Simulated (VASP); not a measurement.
# NiO (Fm-3m) in VASP: a series of runs

NiO is run at these levels: r2SCAN, RPBE, PBE exchange alone; tasks: single point.

All numbers are computed with VASP 6.6.1; they aren't measurements. Logs are shortened: lines on timing, memory, paths and dates and some standing lists are left out, and cuts for length are marked.

## Step 1: The cell of the first run

Symmetry: Fm-3m, No. 225, cubic system. Conventional cell: a = 4.254 Å, b = 4.254 Å, c = 4.254 Å, α = 90.00°, β = 90.00°, γ = 90.00°. Ni (site symmetry m-3m) has 6 O at 2.13 Å within 2.8 Å. O (site symmetry m-3m) has 6 Ni at 2.13 Å within 2.8 Å.

## Step 2: Single point, r2SCAN, collinear spin, ferromagnetic start

POSCAR

```
NiO
1.0
    0.0000000000      2.1268120599      2.1268120599
    2.1268120599      0.0000000000      2.1268120599
    2.1268120599      2.1268120599      0.0000000000
Ni O
1 1
Direct
    0.0000000000      0.0000000000      0.0000000000
    0.5000000000      0.5000000000      0.5000000000
```

INCAR.step1

```
SYSTEM = NiO
PREC     = Accurate       ! precision mode
ENCUT    = 520            ! plane-wave cutoff, eV
ISMEAR   = -1             ! smearing method
SIGMA    = 0.05           ! smearing width, eV
LREAL    = .False.        ! projectors in reciprocal space
LASPH    = .True.         ! aspherical terms in the spheres
NELM     = 150            ! most SCF steps
ISPIN    = 2              ! spin polarisation
MAGMOM   = 1 0            ! initial moments
LMAXMIX  = 4              ! l up to which the mixer works
NBANDS   = 19             ! bands
GGA      = PE             ! functional
ALGO     = Normal         ! electronic algorithm
EDIFF    = 1E-4           ! SCF threshold, eV
LWAVE    = .True.         ! write WAVECAR
LCHARG   = .False.        ! write CHGCAR
```

INCAR.step2

```
SYSTEM = NiO
PREC     = Accurate       ! precision mode
ENCUT    = 520            ! plane-wave cutoff, eV
EDIFF    = 1E-7           ! SCF threshold, eV
ISMEAR   = -1             ! smearing method
SIGMA    = 0.05           ! smearing width, eV
LREAL    = .False.        ! projectors in reciprocal space
LASPH    = .True.         ! aspherical terms in the spheres
NELM     = 150            ! most SCF steps
ALGO     = Normal         ! electronic algorithm
ISIF     = 2              ! what is computed and relaxed
LWAVE    = .False.        ! write WAVECAR
LCHARG   = .False.        ! write CHGCAR
ISPIN    = 2              ! spin polarisation
MAGMOM   = 1 0            ! initial moments
LORBIT   = 11             ! projections on sites
LMAXMIX  = 4              ! l up to which the mixer works
METAGGA  = R2SCAN         ! meta-GGA
LMIXTAU  = .True.       
NBANDS   = 19             ! bands
ISTART   = 1
```

KPOINTS

```
Automatic mesh
0
Gamma
  11 11 11
  0 0 0
```

Potentials or basis: VASP PAW PBE potentials, release 64 (Ni, O).

Run with:

```console
$ cat potpaw_PBE.64/Ni/POTCAR potpaw_PBE.64/O/POTCAR > POTCAR
$ cp INCAR.step1 INCAR
$ mpirun -np 1 vasp_std > vasp.out
$ cp INCAR.step2 INCAR
$ mpirun -np 1 vasp_std > vasp.out
```

OUTCAR:

```text
SYSTEM = NiO
   PREC = Accurate
   ENCUT = 520
   EDIFF = 1E-7
   ISMEAR = -1
   LREAL = .False.
   LASPH = .True.
   NELM = 150
   ISIF = 2
   ISPIN = 2
   LORBIT = 11
   METAGGA = R2SCAN
   ISTART = 1

 ion  position               nearest neighbor table
   1  0.000  0.000  0.000-   2 2.13   2 2.13   2 2.13   2 2.13   2 2.13   2 2.13
   2  0.500  0.500  0.500-   1 2.13   1 2.13   1 2.13   1 2.13   1 2.13   1 2.13

  LATTYP: Found a face centered cubic cell.
 ALAT       =     4.2536241198

  Lattice vectors:

 A1 = (   0.0000000000,   2.1268120599,   2.1268120599)
 A2 = (   2.1268120599,   0.0000000000,   2.1268120599)
 A3 = (   2.1268120599,   2.1268120599,   0.0000000000)

Analysis of symmetry for initial positions (statically):
=====================================================================
 Subroutine PRICEL returns:
 Original cell was already a primitive cell.

 Routine SETGRP: Setting up the symmetry group for a
 face centered cubic supercell.

 Subroutine GETGRP returns: Found 48 space group operations
 (whereof 48 operations were pure point group operations)
 out of a pool of 48 trial point group operations.

The static configuration has the point symmetry O_h .

Analysis of symmetry for dynamics (positions and initial velocities):
=====================================================================
 Subroutine PRICEL returns:
 Original cell was already a primitive cell.

 Routine SETGRP: Setting up the symmetry group for a
 face centered cubic supercell.

 Subroutine GETGRP returns: Found 48 space group operations
 (whereof 48 operations were pure point group operations)
 out of a pool of 48 trial point group operations.

The dynamic configuration has the point symmetry O_h .

Analysis of structural, dynamic, and magnetic symmetry:
=====================================================================
 Subroutine PRICEL returns:
 Original cell was already a primitive cell.

 Routine SETGRP: Setting up the symmetry group for a
 face centered cubic supercell.

 Subroutine GETGRP returns: Found 48 space group operations
 (whereof 48 operations were pure point group operations)
 out of a pool of 48 trial point group operations.

The overall configuration has the point symmetry O_h .

 Subroutine INISYM returns: Found 48 space group operations
 (whereof 48 operations are pure point group operations),
 and found     1 'primitive' translations

----------------------------------------------------------------------------------------

                                     Primitive cell

  volume of cell :      19.2405

  direct lattice vectors                    reciprocal lattice vectors
     0.000000000  2.126812060  2.126812060    -0.235093645  0.235093645  0.235093645
     2.126812060  0.000000000  2.126812060     0.235093645 -0.235093645  0.235093645
     2.126812060  2.126812060  0.000000000     0.235093645  0.235093645 -0.235093645

  length of vectors
     3.007766460  3.007766460  3.007766460     0.407194138  0.407194138  0.407194138

  position of ions in fractional coordinates (direct lattice)
     0.000000000  0.000000000  0.000000000
     0.500000000  0.500000000  0.500000000

  ion indices of the primitive-cell ions
   primitive index   ion index
                 1           1
                 2           2

----------------------------------------------------------------------------------------

 KPOINTS: Automatic mesh

Automatic generation of k-mesh.
 Grid dimensions read from file:
 generate k-points for:   11   11   11

 Generating k-lattice:

  Cartesian coordinates                     Fractional coordinates (reciprocal lattice)
    -0.021372150  0.021372150  0.021372150     0.090909091  0.000000000  0.000000000
     0.021372150 -0.021372150  0.021372150     0.000000000  0.090909091  0.000000000
     0.021372150  0.021372150 -0.021372150     0.000000000  0.000000000  0.090909091

  Length of vectors
     0.037017649  0.037017649  0.037017649

  Shift w.r.t. Gamma in fractional coordinates (k-lattice)
     0.000000000  0.000000000  0.000000000

 Subroutine IBZKPT returns following result:
 ===========================================

 Found     56 irreducible k-points:

 Following reciprocal coordinates:
            Coordinates               Weight
  0.000000  0.000000  0.000000      1.000000
  0.090909  0.000000  0.000000      8.000000
  0.181818  0.000000  0.000000      8.000000
  0.272727  0.000000  0.000000      8.000000
  0.363636  0.000000  0.000000      8.000000
  0.454545  0.000000  0.000000      8.000000
[... 16 lines left out ...]
 -0.272727  0.181818  0.000000     24.000000
 -0.181818  0.181818  0.000000     12.000000
 [... further k-points ...]
   k-points           NKPTS =     56   k-points in BZ     NKDIM =     56   number of bands    NBANDS=     19
   number of dos      NEDOS =    301   number of ions     NIONS =      2
   total plane-waves  NPLWV =  13824
   dimension x,y,z NGX =    24 NGY =   24 NGZ =   24
   dimension x,y,z NGXF=    48 NGYF=   48 NGZF=   48
   ions per type =               1   1
   NGX,Y,Z   is equivalent  to a cutoff of  13.27, 13.27, 13.27 a.u.
   NGXF,Y,Z  is equivalent  to a cutoff of  26.53, 26.53, 26.53 a.u.
 SYSTEM =  NiO
   PREC   = accura    normal or accurate (medium, high low for compatibility)
   ISTART =      1    job   : 0-new  1-cont  2-samecut
   ICHARG =      0    charge: 1-file 2-atom 10-const
   ISPIN  =      2    spin polarized calculation?
   LNONCOLLINEAR =      F non collinear calculations
   LSORBIT =      F    spin-orbit coupling
   LASPH  =      T    aspherical Exc in radial PAW
   ENCUT  =  520.0 eV  38.22 Ry    6.18 a.u.   5.59  5.59  5.59*2*pi/ulx,y,z
   NELM   =    150;   NELMIN=  2; NELMDL=  0     # of ELM steps
   EDIFF  = 0.1E-06   stopping-criterion for ELM
   LREAL  =      F    real-space projection
   EDIFFG = 0.1E-05   stopping-criterion for IOM
   NSW    =      0    number of steps for IOM
   IBRION =     -1    ionic relax: 0-MD 1-quasi-New 2-CG
   NFREE  =      0    steps in history (QN), initial steepest desc. (CG)
   ISIF   =      2    stress and relaxation
   ISYM   =      2    0-nonsym 1-usesym 2-fastsym
   POTIM  = 0.5000    time-step for ionic-motion
   TEBEG  =    0.0;   TEEND  =   0.0 temperature during run
   PSTRESS=    0.0 pullay stress
   NELECT =      16.0000    total number of electrons
   NUPDOWN=      -1.0000    fix difference up-down
   EMIN   =  10.00;   EMAX   =-10.00  energy-range for DOS
   EFERMI =   0.00;   METHOD = LEGACY
   ISMEAR =    -1;   SIGMA  =   0.05  broadening in eV -4-tet -1-fermi 0-gaus
   EFERMI_NEDOS =   21; number of points for ismear=-14 and -15
   IALGO  =     38    algorithm
   IMIX   =      4    mixing-type and parameters
     AMIX     =   0.40;   BMIX     =  1.00
     AMIX_MAG =   1.60;   BMIX_MAG =  1.00
  volume/ion in A,a.u.               =       9.62        64.92
  Fermi-wavevector in a.u.,A,eV,Ry     =   1.539486  2.909206 32.246036  2.370017
  Thomas-Fermi vector in A             =   2.645707
   LORBIT       =     11    0 simple, 1 ext, 2 COOP (PROOUT), +10 PAW based schemes
   METAGGA = R2SCAN    functional components
   LHFCALC =     F    Hartree Fock is set to
   AEXX    =    0.0000 exact exchange contribution
   IVDW    =     0    specifies the selected vdW correction
   LEPSILON=     F    determine dielectric tensor
   LRPA    =     F    only Hartree local field effects (RPA)
 spin polarized calculation
  energy-cutoff  :      520.00
  volume of cell :       19.24
 maximum number of plane-waves:       532
   NGX = 11   NGY = 11   NGZ = 11

 number of electron      16.0000014 magnetization       1.9999925

 Free energy of the ion-electron system (eV)
  ---------------------------------------------------
  ext. energy  EPLUGINS =         0.00000000
  ---------------------------------------------------
  free energy    TOTEN  =       -20.08684784 eV

  energy without entropy =      -20.08684658  energy(sigma->0) =      -20.08684721

 E-fermi :   7.1192     XC(G=0): -13.0597

 val. band max:        6.6137151847   @ k =   0.4545   0.0000   0.0000
 cond. band min:       7.5317806640   @ k =   0.0000   0.0000   0.0000
 fundamental gap:      0.9180654793
 Fermi energy:         7.1191910805

 spin component 1

 k-point     1 :       0.0000    0.0000    0.0000
  band No.  band energies     occupation
      1     -13.8422      1.00000
      2       2.8085      1.00000
      3       2.8086      1.00000
      4       3.7322      1.00000
      5       3.7323      1.00000
      6       3.7324      1.00000
[... 11 lines left out ...]
     18      32.8982      0.00000
     19      32.8985      0.00000
[... 485 lines left out ...]
 k-point    24 :      -0.1818    0.1818    0.0000
  band No.  band energies     occupation
      1     -13.1205      1.00000
      2       0.4581      1.00000
      3       1.1322      1.00000
      4       2.1960      1.00000
      5       3.4801      1.00000
      6       4.0042      1.00000
[... 11 lines left out ...]
     18      37.9030      0.00000
     19      38.9783      0.00000

 [... further k-points ...]

 spin component 2

 k-point     1 :       0.0000    0.0000    0.0000
  band No.  band energies     occupation
      1     -13.3137      1.00000
      2       4.6206      1.00000
      3       4.6209      1.00000
      4       4.6209      1.00000
      5       4.8385      1.00000
      6       4.8385      1.00000
[... 11 lines left out ...]
     18      33.8774      0.00000
     19      33.8777      0.00000
[... 485 lines left out ...]
 k-point    24 :      -0.1818    0.1818    0.0000
  band No.  band energies     occupation
      1     -12.5449      1.00000
      2       1.2955      1.00000
      3       2.8303      1.00000
      4       3.2745      1.00000
      5       4.9190      1.00000
      6       5.5014      1.00000
[... 11 lines left out ...]
     18      38.5998      0.00000
     19      39.4001      0.00000

 [... further k-points ...]

------------------------ aborting loop because EDIFF is reached ----------------------------------------

  FORCE on cell =-STRESS in cart. coord.  units (eV):
  Direction    XX          YY          ZZ          XY          YZ          ZX
  --------------------------------------------------------------------------------------
  -------------------------------------------------------------------------------------
  Total       -1.0744818     -1.0744818     -1.0744818     -0.0000000      0.0000000      0.0000000
  in kB      -89.4730610    -89.4730610    -89.4730610     -0.0000000      0.0000000      0.0000000
  external PRESSURE =     -89.4730610 kB  Pullay stress =       0.0000000 kB

 VOLUME and BASIS-vectors are now :
 -----------------------------------------------------------------------------
  energy-cutoff  :      520.00
  volume of cell :       19.24
      direct lattice vectors                 reciprocal lattice vectors
     0.000000000  2.126812060  2.126812060    -0.235093645  0.235093645  0.235093645
     2.126812060  0.000000000  2.126812060     0.235093645 -0.235093645  0.235093645
     2.126812060  2.126812060  0.000000000     0.235093645  0.235093645 -0.235093645

 POSITION                                       TOTAL-FORCE (eV/Angst)
 -----------------------------------------------------------------------------------
      0.00000      0.00000      0.00000         0.000000      0.000000      0.000000
      2.12681      2.12681      2.12681        -0.000000     -0.000000      0.000000
 -----------------------------------------------------------------------------------
    total drift:                                0.000000     -0.000000     -0.000000

  FREE ENERGIE OF THE ION-ELECTRON SYSTEM (eV)
  ---------------------------------------------------
  free  energy   TOTEN  =       -20.0868478406 eV

  energy  without entropy=      -20.0868465818  energy(sigma->0) =      -20.08684721

 total charge

# of ion       s       p       d       tot
------------------------------------------
    1        0.319   0.377   8.137   8.833
    2        1.555   3.464   0.000   5.019
--------------------------------------------------
tot          1.874   3.842   8.137  13.852

 magnetization (x)

# of ion       s       p       d       tot
------------------------------------------
    1        0.011   0.011   1.677   1.698
    2        0.026   0.245   0.000   0.271
--------------------------------------------------
tot          0.037   0.255   1.677   1.969
```

It took 2.7 min on 1 thread of Intel Xeon 8259CL, shared host; peak memory 0.18 GiB.

Results:

* Free energy: -20.0868 eV
* Pressure: -8.9 GPa
* Band gap on the k mesh: 0.92 eV (least direct gap 1.76 eV)
* Net moment: 2.00 μB per cell
* Site moments: Ni +1.70; O +0.27 μB
* Valence electrons inside the program's atomic spheres: Ni 8.83; O 5.02

Caveat: the cell stands under tension; the PAW data sets were made with another functional, which shifts forces and pressure a little; an odd mesh through Γ misses points on the zone boundary, where band edges can lie; a cell with one magnetic atom can't hold antiferromagnetic order, which such compounds often take. r2SCAN opens gaps a little over a GGA but as a rule still falls short of measured ones.

(Part 1 of 2 ends here.)

The gap in the log of VASP goes by the Fermi energy; the results here count the filled bands.